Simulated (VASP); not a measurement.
Here is a VASP 6.6.1 calculation.

The input INCAR:

```
PREC = Accurate
ENCUT = 520
EDIFF = 1E-6
ISMEAR = 0
SIGMA = 0.15
LREAL = F
LASPH = T
NELM = 60
ALGO = Fast
ISIF = 2
LWAVE = F
LCHARG = F
GGA = PE
NBANDS = 18
```

File KPOINTS:

```
Automatic mesh
0
Gamma
  15 15 10
```

POSCAR

```
Sc
1.0
    3.3748000000      0.0000000000      0.0000000000
   -1.6874000000      2.9226625327      0.0000000000
    0.0000000000      0.0000000000      4.7496000000
Sc
2
Direct
    0.3333333333      0.6666666667      0.2500000000
    0.6666666667      0.3333333333      0.7500000000
```

Potentials or basis: VASP PAW PBE potentials, release 64 (Sc_sv).

Launch:

```console
$ cat potpaw_PBE.64/Sc_sv/POTCAR > POTCAR
$ mpirun -np 1 vasp_std > vasp.out
```

(1) What does it give for the band gap on the k mesh?

(2) Predict the pressure.

Results:

(1) zero (band 11 reaches 5.48 eV, above the bottom of band 12 at 3.34 eV).

(2) 3.0 GPa.
